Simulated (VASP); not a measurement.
# InO5 (F-43m) in VASP: a series of runs

Runs on InO5. Level: PBE. Tasks: single point.

Everything below comes from runs of VASP 6.6.1. Logs are shortened: lines on timing, memory, paths and dates and some standing lists are left out, and cuts for length are marked.

## 1. The cell of the first run

The structure is cubic, space group F-43m (No. 216). The conventional cell has a = 6.902 Å, b = 6.902 Å, c = 6.902 Å, α = 90.00°, β = 90.00°, γ = 90.00°. In (site symmetry -43m) has 16 O at 2.82 to 2.99 Å within 3.7 Å. O (site symmetry -43m) has 4 In at 2.99 Å and 12 O at 3.00 Å within 3.9 Å. O (site symmetry 3m) has 3 O at 1.59 Å within 2.1 Å.

## 2. Single point, PBE

Contents of INCAR:

```
SYSTEM = InO5
ALGO     = Normal         ! electronic algorithm
EDIFF    = 1E-6           ! SCF threshold, eV
ENCUT    = 520            ! plane-wave cutoff, eV
GGA      = PE             ! functional
ISIF     = 2              ! what is computed and relaxed
ISMEAR   = 0              ! smearing method
LASPH    = .True.         ! aspherical terms in the spheres
LCHARG   = .False.        ! write CHGCAR
LREAL    = .False.        ! projectors in reciprocal space
LWAVE    = .False.        ! write WAVECAR
NBANDS   = 30             ! bands
NELM     = 80             ! most SCF steps
PREC     = Accurate       ! precision mode
SIGMA    = 0.1            ! smearing width, eV
```

Contents of KPOINTS:

```
k-points
0
Gamma
  4 4 4
  0 0 0
```

Contents of POSCAR:

```
InO5
1.0
    0.0000000000      3.4509609300      3.4509609300
    3.4509609300      0.0000000000      3.4509609300
    3.4509609300      3.4509609300      0.0000000000
In O
1 5
Direct
    0.5000000000      0.5000000000      0.5000000000
    0.2500000000      0.2500000000      0.2500000000
    0.8312660400      0.8312660400      0.8312660400
    0.8312660400      0.8312660400      0.5062018800
    0.8312660400      0.5062018800      0.8312660400
    0.5062018800      0.8312660400      0.8312660400
```

Potentials or basis: VASP PAW PBE potentials, release 64 (In_d, O).

The run is started by

```bash
$ cat potpaw_PBE.64/In_d/POTCAR potpaw_PBE.64/O/POTCAR > POTCAR
$ mpirun -np 1 vasp_std > vasp.out
```

OUTCAR:

```text
SYSTEM = InO5
   EDIFF = 1E-6
   ENCUT = 520
   GGA = PE
   ISIF = 2
   ISMEAR = 0
   LASPH = .True.
   LREAL = .False.
   NELM = 80
   PREC = Accurate

 ion  position               nearest neighbor table
   1  0.500  0.500  0.500-   5 2.82   6 2.82   4 2.82   6 2.82   4 2.82   5 2.82   3 2.82   3 2.82
                             3 2.82   4 2.82   5 2.82   6 2.82   2 2.99   2 2.99   2 2.99   2 2.99
   2  0.250  0.250  0.250-   1 2.99   1 2.99   1 2.99   1 2.99
   3  0.831  0.831  0.831-   4 1.59   5 1.59   6 1.59   1 2.82   1 2.82   1 2.82
   4  0.831  0.831  0.506-   3 1.59   5 1.59   6 1.59   1 2.82   1 2.82   1 2.82
   5  0.831  0.506  0.831-   3 1.59   4 1.59   6 1.59   1 2.82   1 2.82   1 2.82
   6  0.506  0.831  0.831-   3 1.59   4 1.59   5 1.59   1 2.82   1 2.82   1 2.82

  LATTYP: Found a face centered cubic cell.
 ALAT       =     6.9019218600

  Lattice vectors:

 A1 = (   0.0000000000,   3.4509609300,   3.4509609300)
 A2 = (   3.4509609300,   0.0000000000,   3.4509609300)
 A3 = (   3.4509609300,   3.4509609300,   0.0000000000)

Analysis of symmetry for initial positions (statically):
=====================================================================
 Subroutine PRICEL returns:
 Original cell was already a primitive cell.

 Routine SETGRP: Setting up the symmetry group for a
 face centered cubic supercell.

 Subroutine GETGRP returns: Found 24 space group operations
 (whereof 24 operations were pure point group operations)
 out of a pool of 48 trial point group operations.

The static configuration has the point symmetry T_d .

Analysis of symmetry for dynamics (positions and initial velocities):
=====================================================================
 Subroutine PRICEL returns:
 Original cell was already a primitive cell.

 Routine SETGRP: Setting up the symmetry group for a
 face centered cubic supercell.

 Subroutine GETGRP returns: Found 24 space group operations
 (whereof 24 operations were pure point group operations)
 out of a pool of 48 trial point group operations.

The dynamic configuration has the point symmetry T_d .

 Subroutine INISYM returns: Found 24 space group operations
 (whereof 24 operations are pure point group operations),
 and found     1 'primitive' translations

----------------------------------------------------------------------------------------

                                     Primitive cell
[... 83 lines left out ...]
   LREAL  =      F    real-space projection
   EDIFFG = 0.1E-04   stopping-criterion for IOM
   NSW    =      0    number of steps for IOM
   IBRION =     -1    ionic relax: 0-MD 1-quasi-New 2-CG
   NFREE  =      0    steps in history (QN), initial steepest desc. (CG)
   ISIF   =      2    stress and relaxation
   ISYM   =      2    0-nonsym 1-usesym 2-fastsym
   POTIM  = 0.5000    time-step for ionic-motion
   TEBEG  =    0.0;   TEEND  =   0.0 temperature during run
   PSTRESS=    0.0 pullay stress
   NELECT =      43.0000    total number of electrons
   NUPDOWN=      -1.0000    fix difference up-down
   EMIN   =  10.00;   EMAX   =-10.00  energy-range for DOS
   EFERMI =   0.00;   METHOD = LEGACY
   ISMEAR =     0;   SIGMA  =   0.10  broadening in eV -4-tet -1-fermi 0-gaus
   EFERMI_NEDOS =   21; number of points for ismear=-14 and -15
   IALGO  =     38    algorithm
   IMIX   =      4    mixing-type and parameters
     AMIX     =   0.40;   BMIX     =  1.00
     AMIX_MAG =   1.60;   BMIX_MAG =  1.00
  volume/ion in A,a.u.               =      13.70        92.45
  Fermi-wavevector in a.u.,A,eV,Ry     =   1.319110  2.492756 23.674826  1.740051
  Thomas-Fermi vector in A             =   2.449031
   LORBIT       =      0    0 simple, 1 ext, 2 COOP (PROOUT), +10 PAW based schemes
   GGA     = PE    functional components
   LHFCALC =     F    Hartree Fock is set to
   AEXX    =    0.0000 exact exchange contribution
   IVDW    =     0    specifies the selected vdW correction
   LEPSILON=     F    determine dielectric tensor
   LRPA    =     F    only Hartree local field effects (RPA)
 non-spin polarized calculation
 Gauss-broadening in eV      SIGMA  =   0.10
  energy-cutoff  :      520.00
  volume of cell :       82.20
 maximum number of plane-waves:      2229
   NGX = 19   NGY = 19   NGZ = 19

 number of electron      43.0000006 magnetization

 Free energy of the ion-electron system (eV)
  ---------------------------------------------------
  ext. energy  EPLUGINS =         0.00000000
  ---------------------------------------------------
  free energy    TOTEN  =       -14.98703738 eV

  energy without entropy =      -14.90055828  energy(sigma->0) =      -14.94379783

 E-fermi :   2.5127     XC(G=0):  -9.6902

 val. band max:        2.5078248010   @ k =  -0.2500   0.2500   0.0000
 cond. band min:       2.5156900725   @ k =   0.5000   0.2500   0.0000
 fundamental gap:      0.0078652714
 Fermi energy:         2.5126996471

 k-point     1 :       0.0000    0.0000    0.0000
  band No.  band energies     occupation
      1     -25.4861      2.00000
      2     -15.8839      2.00000
      3     -15.8839      2.00000
      4     -15.8839      2.00000
      5     -12.9763      2.00000
      6     -11.3295      2.00000
[... 253 lines left out ...]
     29       9.1501      0.00000
     30      12.7155      0.00000

------------------------ aborting loop because EDIFF is reached ----------------------------------------

  FORCE on cell =-STRESS in cart. coord.  units (eV):
  Direction    XX          YY          ZZ          XY          YZ          ZX
  --------------------------------------------------------------------------------------
  -------------------------------------------------------------------------------------
  Total        9.5929753      9.5929753      9.5929753      0.0000000     -0.0000000     -0.0000000
  in kB      186.9880203    186.9880203    186.9880203      0.0000000     -0.0000000     -0.0000000
  external PRESSURE =     186.9880203 kB  Pullay stress =       0.0000000 kB

 VOLUME and BASIS-vectors are now :
 -----------------------------------------------------------------------------
  energy-cutoff  :      520.00
  volume of cell :       82.20
      direct lattice vectors                 reciprocal lattice vectors
     0.000000000  3.450960930  3.450960930    -0.144887181  0.144887181  0.144887181
     3.450960930  0.000000000  3.450960930     0.144887181 -0.144887181  0.144887181
     3.450960930  3.450960930  0.000000000     0.144887181  0.144887181 -0.144887181

 POSITION                                       TOTAL-FORCE (eV/Angst)
 -----------------------------------------------------------------------------------
      3.45096      3.45096      3.45096        -0.000000     -0.000000     -0.000000
      1.72548      1.72548      1.72548        -0.000000     -0.000000     -0.000000
      5.73733      5.73733      5.73733         5.605497      5.605497      5.605497
      4.61555      4.61555      5.73733        -5.605497     -5.605497      5.605497
      4.61555      5.73733      4.61555        -5.605497      5.605497     -5.605497
      5.73733      4.61555      4.61555         5.605497     -5.605497     -5.605497
 -----------------------------------------------------------------------------------
    total drift:                               -0.000003     -0.000003     -0.000002

  FREE ENERGIE OF THE ION-ELECTRON SYSTEM (eV)
  ---------------------------------------------------
  free  energy   TOTEN  =       -14.9870373833 eV

  energy  without entropy=      -14.9005582776  energy(sigma->0) =      -14.94379783
```

stdout:

```text
POSCAR found type information on POSCAR InO
 POSCAR found :  2 types and       6 ions
 scaLAPACK will be used
 LDA part: xc-table for (Slater+PW92), standard interpolation
 POSCAR, INCAR and KPOINTS ok, starting setup
 FFT: planning ... GRIDC
 FFT: planning ... GRID_SOFT
 FFT: planning ... GRID
 WAVECAR not read
 entering main loop
```

Wall time 11 s (1 thread of Intel Xeon 6975P-C (Granite Rapids), shared host); peak memory 0.2 GiB.

What came out:

```
Free energy   : -14.9870 eV
Pressure      : 18.7 GPa
Largest force : 9.709 eV/Å
```

Forces on the atoms (eV/Å):
```
In   0.000  0.000  0.000
O    0.000  0.000  0.000
O    5.605  5.605  5.605
O   -5.605 -5.605  5.605
O   -5.605  5.605 -5.605
O    5.605 -5.605 -5.605
```

Caveat: the k points lie up to 0.39 Å⁻¹ apart; spin-orbit coupling is left out, which moves the levels of the heavy elements; an odd number of electrons without spin polarisation forces a metal; a magnetic or distorted state may lie lower.

## 3. Single point, PBE, collinear spin, ferromagnetic start

This run uses another cell than the first one, of 9.95 Å³/atom, 0.726 times its volume.

Contents of INCAR:

```
SYSTEM = InO5
PREC     = Accurate       ! precision mode
ENCUT    = 520            ! plane-wave cutoff, eV
EDIFF    = 1E-6           ! SCF threshold, eV
ISMEAR   = 0              ! smearing method
SIGMA    = 0.1            ! smearing width, eV
LREAL    = .FALSE.        ! projectors in reciprocal space
LASPH    = .TRUE.         ! aspherical terms in the spheres
NELM     = 150            ! most SCF steps
ALGO     = Normal         ! electronic algorithm
ISIF     = 2              ! what is computed and relaxed
LWAVE    = .FALSE.        ! write WAVECAR
LCHARG   = .FALSE.        ! write CHGCAR
ISPIN    = 2              ! spin polarisation
MAGMOM   = 0 1 1 1 1 1    ! initial moments
LORBIT   = 11             ! projections on sites
GGA      = PE             ! functional
NBANDS   = 34             ! bands
```

Contents of KPOINTS:

```
regular mesh
0
G
  4 4 4
  0 0 0
```

Contents of POSCAR:

```
InO5
1.0
    0.0000000000      3.1019549589      3.1019549589
    3.1019549589      0.0000000000      3.1019549589
    3.1019549589      3.1019549589      0.0000000000
In O
1 5
Direct
    0.5000000000      0.5000000000      0.5000000000
    0.2500000000      0.2500000000      0.2500000000
    0.8749848833      0.8749848833      0.8749848833
    0.8749848833      0.8749848833      0.3750453501
    0.8749848833      0.3750453501      0.8749848833
    0.3750453501      0.8749848833      0.8749848833
```

Potentials or basis: VASP PAW PBE potentials, release 64 (In_d, O).

The run is started by

```bash
$ cat potpaw_PBE.64/In_d/POTCAR potpaw_PBE.64/O/POTCAR > POTCAR
$ mpirun -np 1 vasp_std > vasp.out
```

Wall time 30 s (1 thread of Intel Xeon 6975P-C (Granite Rapids), shared host); peak memory 0.24 GiB.

The run converged. Its results:

| Property | Result |
| --- | --- |
| Free energy | -20.7786 eV |
| Pressure | -0.3 GPa |
| Net moment | 4.59 μB per cell |
| Site moments | In -0.12; O +1.02, +0.78 μB |
| Valence electrons inside the program's atomic spheres | In 10.89; O 4.72, 4.69 |

Forces in eV/Å, atoms in the order of the input:
```
In   0.000  0.000  0.000
O    0.000  0.000  0.000
O    0.002  0.002  0.002
O   -0.002 -0.002  0.002
O   -0.002  0.002 -0.002
O    0.002 -0.002 -0.002
```

Levels at points of the mesh, in eV from the Fermi level:
Spin up:
```tsv
k point	band 21	band 22	band 23	band 24	band 25	band 26
(0.00, 0.00, 0.00)	-0.68	-0.68	-0.43	0.34	0.34	0.34
(0.50, 0.00, 0.00)	-1.48	-1.48	-0.66	0.25	0.25	1.82
(0.50, 0.50, 0.00)	-1.78	-1.49	-1.49	0.06	0.06	2.39
```
Spin down:
```csv
k point,band 17,band 18,band 19,band 20,band 21,band 22
"(0.00, 0.00, 0.00)",-0.84,-0.84,-0.84,-0.38,1.01,1.01
"(0.50, 0.00, 0.00)",-1.27,-1.27,-1.17,-0.87,0.38,0.38
"(0.50, 0.50, 0.00)",-1.19,-1.13,-1.13,-0.99,0.06,0.39
```

Caveat: the k points lie up to 0.44 Å⁻¹ apart; spin-orbit coupling is left out, which moves the levels of the heavy elements.

## 4. Single point, PBE, collinear spin, ferromagnetic start

Contents of INCAR:

```
ALGO = Normal
EDIFF = 1E-6
ENCUT = 520
GGA = PE
ISIF = 2
ISMEAR = 0
ISPIN = 2
LASPH = T
LCHARG = F
LORBIT = 11
LREAL = F
LWAVE = F
MAGMOM = 0 1 1 1 1 1
NBANDS = 34
NELM = 150
PREC = Accurate
SIGMA = 0.1
```

Contents of KPOINTS:

```
k-points
0
Gamma
  4 4 4
```

Contents of POSCAR:

```
InO5
1.0
    0.0000000000      3.4509609300      3.4509609300
    3.4509609300      0.0000000000      3.4509609300
    3.4509609300      3.4509609300      0.0000000000
In O
1 5
Direct
    0.5000000000      0.5000000000      0.5000000000
    0.2500000000      0.2500000000      0.2500000000
    0.8312660400      0.8312660400      0.8312660400
    0.8312660400      0.8312660400      0.5062018800
    0.8312660400      0.5062018800      0.8312660400
    0.5062018800      0.8312660400      0.8312660400
```

The run is started by

```bash
$ cat potpaw_PBE.64/In_d/POTCAR potpaw_PBE.64/O/POTCAR > POTCAR
$ mpirun -np 1 vasp_std > vasp.out
```

Run time: 38 s. Hardware: 1 thread of Intel Xeon 6975P-C (Granite Rapids), shared host; peak memory 0.25 GiB.

The run converged. Its results:

```
Free energy                                           : -16.0179 eV
Pressure                                              : 22.7 GPa
Largest force                                         : 9.724 eV/Å
Band gap on the k mesh                                : zero (filled and empty bands overlap)
Net moment                                            : 3.00 μB per cell
Site moments                                          : In -0.06; O -0.71, +0.82 μB
Valence electrons inside the program's atomic spheres : In 11.09; O 4.71, 4.78
```

Forces in eV/Å, atoms in the order of the input:
```
In   0.000  0.000  0.000
O    0.000  0.000  0.000
O    5.614  5.614  5.614
O   -5.614 -5.614  5.614
O   -5.614  5.614 -5.614
O    5.614 -5.614 -5.614
```

Levels at points of the mesh, in eV from the Fermi level:
Spin up:
```csv
k point,band 20,band 21,band 22,band 23,band 24,band 25,band 26,band 27
"(0.00, 0.00, 0.00)",-1.08,-0.65,-0.65,-0.65,0.21,0.21,0.21,5.40
"(0.50, 0.00, 0.00)",-1.07,-0.85,-0.52,-0.52,0.02,0.02,1.08,5.13
"(0.50, 0.50, 0.00)",-1.35,-0.74,-0.74,0.40,0.42,0.42,0.76,4.45
```
Spin down:
```csv
k point,band 16,band 17,band 18,band 19,band 20,band 21,band 22,band 23,band 24,band 25
"(0.00, 0.00, 0.00)",-5.27,-2.08,-1.76,-1.76,-1.76,1.07,1.07,1.07,1.71,1.71
"(0.50, 0.00, 0.00)",-5.36,-2.92,-1.58,-1.58,-1.22,0.48,0.48,1.08,1.60,1.60
"(0.50, 0.50, 0.00)",-5.15,-3.45,-2.07,-2.07,-0.48,0.70,0.70,0.71,1.57,1.57
```

Caveat: the k points lie up to 0.39 Å⁻¹ apart; spin-orbit coupling is left out, which moves the levels of the heavy elements; forces of over 1 eV/Å act on the atoms, so gaps and moduli don't describe the material at rest.

## 5. Single point, PBE, collinear spin, ferromagnetic start

This run uses another cell than the first one, of 9.73 Å³/atom, 0.710 times its volume.

Contents of INCAR:

```
SYSTEM = InO5
PREC = Accurate
ENCUT = 520
EDIFF = 1E-6
ISMEAR = 0
SIGMA = 0.1
LREAL = .False.
LASPH = .True.
NELM = 150
ALGO = Normal
ISIF = 2
LWAVE = .False.
LCHARG = .True.
ISPIN = 2
MAGMOM = 0 1.01 1.01 1.01 1.01 1.01
LORBIT = 11
GGA = PE
LELF = .True.
LVHAR = .True.
NBANDS = 34
```

Contents of KPOINTS:

```
regular mesh
0
Gamma
  6 6 6
  0 0 0
```

Contents of POSCAR:

```
InO5
1.0
    0.0000000000      3.0788064936      3.0788064936
    3.0788064936      0.0000000000      3.0788064936
    3.0788064936      3.0788064936      0.0000000000
In O
1 5
Direct
    0.5000000000      0.5000000000      0.5000000000
    0.7500000000      0.7500000000      0.7500000000
    0.1246897146      0.6259308562      0.1246897146
    0.1246897146      0.1246897146      0.1246897146
    0.6259308562      0.1246897146      0.1246897146
    0.1246897146      0.1246897146      0.6259308562
```

The run is started by

```bash
$ cat potpaw_PBE.64/In_d/POTCAR potpaw_PBE.64/O/POTCAR > POTCAR
$ mpirun -np 1 vasp_std > vasp.out
```

Run time: 34 s. Hardware: 1 thread of Intel Xeon 6975P-C (Granite Rapids), shared host; peak memory 0.22 GiB.

The run converged. Its results:

```yaml
Free_energy: -20.8575 eV
Pressure: -0.4 GPa
Largest_force: 0.072 eV/Å
Net_moment: 2.93 μB per cell
Site_moments: In -0.09; O +1.05, +0.40 μB
Valence_electrons_inside_the_program's_atomic_spheres: In 10.89; O 4.71, 4.70
```

Forces in eV/Å, atoms in the order of the input:
```
In   0.000  0.000  0.000
O    0.000  0.000  0.000
O    0.041 -0.041  0.041
O   -0.041 -0.041 -0.041
O   -0.041  0.041  0.041
O    0.041  0.041 -0.041
```

Levels at points of the mesh, in eV from the Fermi level:
Spin up:
| k point | band 21 | band 22 | band 23 | band 24 | band 25 | band 26 |
| --- | --- | --- | --- | --- | --- | --- |
| (0.00, 0.00, 0.00) | -0.21 | -0.21 | -0.15 | 1.02 | 1.02 | 1.02 |
| (0.50, 0.00, 0.00) | -1.29 | -1.29 | -0.18 | 0.92 | 0.92 | 2.14 |
| (0.50, 0.50, 0.00) | -1.65 | -1.33 | -1.33 | 0.70 | 0.70 | 2.76 |
Spin down:
```
           k point  band 18  band 19  band 20  band 21  band 22  band 23
(0.00, 0.00, 0.00)    -0.84    -0.84    -0.14     0.89     0.89     0.89
(0.50, 0.00, 0.00)    -1.50    -1.50    -0.89     0.35     0.35     0.92
(0.50, 0.50, 0.00)    -1.45    -1.32    -1.15     0.01     0.38     0.38
```

Caveat: spin-orbit coupling is left out, which moves the levels of the heavy elements.

## 6. The runs side by side

```csv
spin,cell,k mesh,gap on the mesh (eV),pressure (GPa),moment (μB),largest force (eV/Å)
off,"a = 4.880 Å, angles 60.0°, 6 atoms",4 × 4 × 4,none,18.7,-,9.71
"collinear, ferromagnetic start","a = 4.387 Å, angles 60.0°, 6 atoms",4 × 4 × 4,none,-0.3,4.59,-
"collinear, ferromagnetic start","a = 4.880 Å, angles 60.0°, 6 atoms",4 × 4 × 4,none,22.7,3.00,9.72
"collinear, ferromagnetic start","a = 4.354 Å, angles 60.0°, 6 atoms",6 × 6 × 6,none,-0.4,2.93,0.07
```

Alike in all rows: task single point; level PBE; potentials or basis VASP PAW PBE potentials, release 64 (In_d, O); cutoff (eV) 520; smearing gaussian 0.1 eV.

Caveats: some runs use coarse meshes; spin-orbit coupling is left out, which moves the levels of the heavy elements; an odd number of electrons without spin polarisation forces a metal (some runs); a magnetic or distorted state may lie lower (some runs); forces of over 1 eV/Å act on the atoms, so gaps and moduli don't describe the material at rest (some runs).

Absolute energies hang on the potentials; compare differences alone.
